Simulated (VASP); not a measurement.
# As (Cm) in VASP: relaxation of cell and atoms with PBE

Aim: the relaxation of cell and atoms of As with PBE.

Everything below comes from runs of VASP 6.6.1. Logs are shortened: lines on timing, memory, paths and dates and some standing lists are left out, and cuts for length are marked.

## 1. The cell of the first run

The typed cell holds 3 atoms: a = 5.343 Å, b = 5.343 Å, c = 4.332 Å, α = 90.01°, β = 90.01°, γ = 142.02°.

The cell was generated, and may not be a known phase.

## 2. Relaxation of cell and atoms, PBE

File INCAR:

```
SYSTEM = As
PREC = Accurate
ENCUT = 600
EDIFF = 1E-6
ISMEAR = 0
SIGMA = 0.1
LREAL = .FALSE.
LASPH = .TRUE.
NELM = 60
ALGO = Fast
ISIF = 3
LWAVE = .FALSE.
LCHARG = .FALSE.
GGA = PE
IBRION = 2
NSW = 100
EDIFFG = -0.01
```

File KPOINTS:

```
regular mesh
0
G
  14 14 12
  0 0 0
```

File POSCAR:

```
As
1.0
    1.7386321624     -5.0523876166      0.0319301130
    1.7386321624      5.0523876166      0.0319301130
   -0.0823442803      0.0000000000      4.3310468784
As
3
Direct
   -0.0008910891      0.3298751864      0.8447672395
    0.1643939303      0.1643939303      0.3798378894
    0.3298751864     -0.0008910891      0.8447672395
```

Potentials or basis: VASP PAW PBE potentials, release 64 (As).

Command:

```
cat potpaw_PBE.64/As/POTCAR > POTCAR
mpirun -np 1 vasp_std > vasp.out
```

OUTCAR:

```text
SYSTEM = As
   PREC = Accurate
   ENCUT = 600
   EDIFF = 1E-6
   ISMEAR = 0
   LREAL = .FALSE.
   LASPH = .TRUE.
   NELM = 60
   ISIF = 3
   GGA = PE
   IBRION = 2
   NSW = 100
   EDIFFG = -0.01

 ion  position               nearest neighbor table
   1  0.999  0.330  0.845-   3 2.44   3 2.44   2 2.62   2 2.86
   2  0.164  0.164  0.380-   1 2.62   3 2.62   1 2.86   3 2.86
   3  0.330  0.999  0.845-   1 2.44   1 2.44   2 2.62   2 2.86

  LATTYP: Found a base centered monoclinic cell.
 ALAT       =     3.4778506743
 B/A-ratio  =     2.9054655244
 C/A-ratio  =     1.2455478975
 COS(beta)  =    -0.0006472552

  Lattice vectors:

 A1 = (   1.7386321624,  -5.0523876166,   0.0319301130)
 A2 = (   1.7386321624,   5.0523876166,   0.0319301130)
 A3 = (  -0.0823442803,   0.0000000000,   4.3310468784)

Analysis of symmetry for initial positions (statically):
=====================================================================
 Subroutine PRICEL returns:
 Original cell was already a primitive cell.

 Routine SETGRP: Setting up the symmetry group for a
 base centered monoclinic supercell.

 Subroutine GETGRP returns: Found  2 space group operations
 (whereof  2 operations were pure point group operations)
 out of a pool of  4 trial point group operations.

The static configuration has the point symmetry C_1h.

Analysis of symmetry for dynamics (positions and initial velocities):
=====================================================================
 Subroutine PRICEL returns:
 Original cell was already a primitive cell.

 Routine SETGRP: Setting up the symmetry group for a
 base centered monoclinic supercell.

 Subroutine GETGRP returns: Found  2 space group operations
 (whereof  2 operations were pure point group operations)
 out of a pool of  4 trial point group operations.

The dynamic configuration has the point symmetry C_1h.

 Subroutine INISYM returns: Found  2 space group operations
 (whereof  2 operations are pure point group operations),
 and found     1 'primitive' translations

----------------------------------------------------------------------------------------

                                     Primitive cell

  volume of cell :      76.1165

  direct lattice vectors                    reciprocal lattice vectors
     1.738632162 -5.052387617  0.031930113     0.287482015 -0.098963112  0.005465769
     1.738632162  5.052387617  0.031930113     0.287482015  0.098963112  0.005465769
    -0.082344280  0.000000000  4.331046878    -0.004238852  0.000000000  0.230810468

  length of vectors
     5.343265103  5.343265103  4.331829595     0.304087950  0.304087950  0.230849388

[... 105 lines left out ...]
  Thomas-Fermi vector in A             =   2.081262
   LORBIT       =      0    0 simple, 1 ext, 2 COOP (PROOUT), +10 PAW based schemes
   GGA     = PE    functional components
   LHFCALC =     F    Hartree Fock is set to
   AEXX    =    0.0000 exact exchange contribution
   IVDW    =     0    specifies the selected vdW correction
   LEPSILON=     F    determine dielectric tensor
   LRPA    =     F    only Hartree local field effects (RPA)
 conjugate gradient relaxation of ions
 non-spin polarized calculation
 RMM-DIIS sequential band-by-band and
 Gauss-broadening in eV      SIGMA  =   0.10
  energy-cutoff  :      600.00
  volume of cell :       76.12
 maximum number of plane-waves:      2567
 NGX is ok and might be reduce to    48
   NGX = 21   NGY = 21   NGZ = 17

--------------------------------------- Ionic step        1  -------------------------------------------

 number of electron      15.0000000 magnetization

 Free energy of the ion-electron system (eV)
  ---------------------------------------------------
  ext. energy  EPLUGINS =         0.00000000
  ---------------------------------------------------
  free energy    TOTEN  =       -13.26321419 eV

  energy without entropy =      -13.25872146  energy(sigma->0) =      -13.26096783

------------------------ aborting loop because EDIFF is reached ----------------------------------------

  FORCE on cell =-STRESS in cart. coord.  units (eV):
  Direction    XX          YY          ZZ          XY          YZ          ZX
  --------------------------------------------------------------------------------------
  -------------------------------------------------------------------------------------
  Total        0.0898319      0.1487284      0.0640445      0.0000000      0.0000000      0.0014571
  in kB        1.8908723      3.1305869      1.3480731      0.0000000      0.0000000      0.0306700
  external PRESSURE =       2.1231774 kB  Pullay stress =       0.0000000 kB
[... 61 lines left out ...]
--------------------------------------- Ionic step        3  -------------------------------------------

 number of electron      15.0000000 magnetization

 Free energy of the ion-electron system (eV)
  ---------------------------------------------------
  ext. energy  EPLUGINS =         0.00000000
  ---------------------------------------------------
  free energy    TOTEN  =       -13.26345226 eV

  energy without entropy =      -13.25890204  energy(sigma->0) =      -13.26117715

 E-fermi :   3.5566     XC(G=0):  -9.1108

 val. band max:        3.5514233312   @ k =  -0.2143   0.2857   0.3333
 cond. band min:       3.5717950759   @ k =   0.5000   0.1429   0.3333
 fundamental gap:      0.0203717447
 Fermi energy:         3.5566361044

 k-point     1 :       0.0000    0.0000    0.0000
  band No.  band energies     occupation
      1     -10.5511      2.00000
      2      -6.5012      2.00000
      3      -5.0403      2.00000
      4      -0.6889      2.00000
      5       1.2489      2.00000
      6       2.1271      2.00000
      7       3.6638      0.12949
      8       4.2113      0.00000
      9       4.7456      0.00000
     10       5.1733      0.00000
     11       6.3604      0.00000
[... 309 lines left out ...]
 k-point    24 :       0.2857    0.1429    0.0000
  band No.  band energies     occupation
      1      -9.0435      2.00000
      2      -6.6235      2.00000
      3      -5.3251      2.00000
      4      -0.7585      2.00000
      5      -0.2245      2.00000
      6       0.4043      2.00000
      7       1.8279      2.00000
      8       3.3626      1.99394
      9       4.7165      0.00000
     10       5.6553      0.00000
     11       6.5233      0.00000

 [... further k-points ...]

------------------------ aborting loop because EDIFF is reached ----------------------------------------

  FORCE on cell =-STRESS in cart. coord.  units (eV):
  Direction    XX          YY          ZZ          XY          YZ          ZX
  --------------------------------------------------------------------------------------
  -------------------------------------------------------------------------------------
  Total       -0.0071645     -0.0056630      0.0002839      0.0000000      0.0000000      0.0008280
  in kB       -0.1503527     -0.1188419      0.0059589      0.0000000      0.0000000      0.0173766
  external PRESSURE =      -0.0877452 kB  Pullay stress =       0.0000000 kB
[... 18 lines left out ...]
  FREE ENERGIE OF THE ION-ELECTRON SYSTEM (eV)
  ---------------------------------------------------
  free  energy   TOTEN  =       -13.2634522579 eV

  energy  without entropy=      -13.2589020417  energy(sigma->0) =      -13.26117715

 reached required accuracy - stopping structural energy minimisation
```

CONTCAR:

```text
As
   1.00000000000000
     1.7401883682917649   -5.0598725894291583    0.0319757167458388
     1.7401883682917649    5.0598725894291583    0.0319757167458388
    -0.0823551025874073    0.0000000000000000    4.3338086402966525
  As
     3
Direct
     0.9992492242824277    0.3297355566523968    0.8448171699317736
     0.1643932466651777    0.1643932466651777    0.3797380285364562
     0.3297355566523968    0.9992492242824277    0.8448171699317736

  0.00000000E+00  0.00000000E+00  0.00000000E+00
  0.00000000E+00  0.00000000E+00  0.00000000E+00
  0.00000000E+00  0.00000000E+00  0.00000000E+00
```

Wall time 37 min (1 thread of Oxide Virtual Turin-like, shared host); peak memory 0.71 GiB.

What came out:

```
Free energy                           : -13.2635 eV
Relaxed volume                        : 25.45 Å³/atom
Relaxed cell                          : a = 5.351 Å, b = 5.351 Å, c = 4.335 Å, α = 90.01°, β = 90.01°, γ = 142.04°
Space group after relaxing (to 0.1 Å) : Cmm2 (No. 35)
Energy gained by relaxing             : 0.1 meV/atom
Ionic steps                           : 3
Pressure after relaxing               : 0.0 GPa
Largest force after relaxing          : 0.007 eV/Å
Band gap on the k mesh                : zero (an odd number of electrons rules out a gap without spin polarisation)
```

Forces on the atoms (eV/Å):
```
As   0.000 -0.006  0.003
As   0.000  0.000 -0.007
As   0.000  0.006  0.003
```

The path:
```tsv
step	energy change (eV)	largest force (eV/Å)	pressure (GPa)	volume (Å³)
1	0.0000	0.0478	0.21	76.12
2	-0.0002	0.0199	-0.14	76.49
3	-0.0002	0.0068	-0.01	76.35
```

Final structure:
```xyz
3
Lattice="1.7402 -5.0599 0.0320 1.7402 5.0599 0.0320 -0.0824 0.0000 4.3338" Properties=species:S:1:pos:R:3 pbc="T T T"
As    2.2431   -3.3877    3.7038
As    0.5409    0.0000    1.6562
As    2.2431    3.3877    3.7038
```

Levels at points of the mesh, in eV from the Fermi level:
```
           k point  band 6  band 7  band 8  band 9  band 10  band 11
(0.00, 0.00, 0.00)   -1.43    0.11    0.65    1.19     1.62     2.80
(0.50, 0.00, 0.00)   -2.91   -2.07   -0.46    1.30     2.03     3.28
(0.50, 0.50, 0.00)   -2.16   -1.90    1.27    1.32     2.10     4.00
(0.00, 0.00, 0.50)   -2.32   -1.31    1.54    2.85     3.28     4.53
(0.50, 0.00, 0.50)   -3.43   -2.35   -0.12    0.96     2.03     3.79
(0.50, 0.50, 0.50)   -0.75   -0.17    1.58    2.27     2.69     3.55
```

Caveat: an odd number of electrons without spin polarisation forces a metal; a magnetic or distorted state may lie lower.

The gap in the log of VASP goes by the Fermi energy; the results here count the filled bands.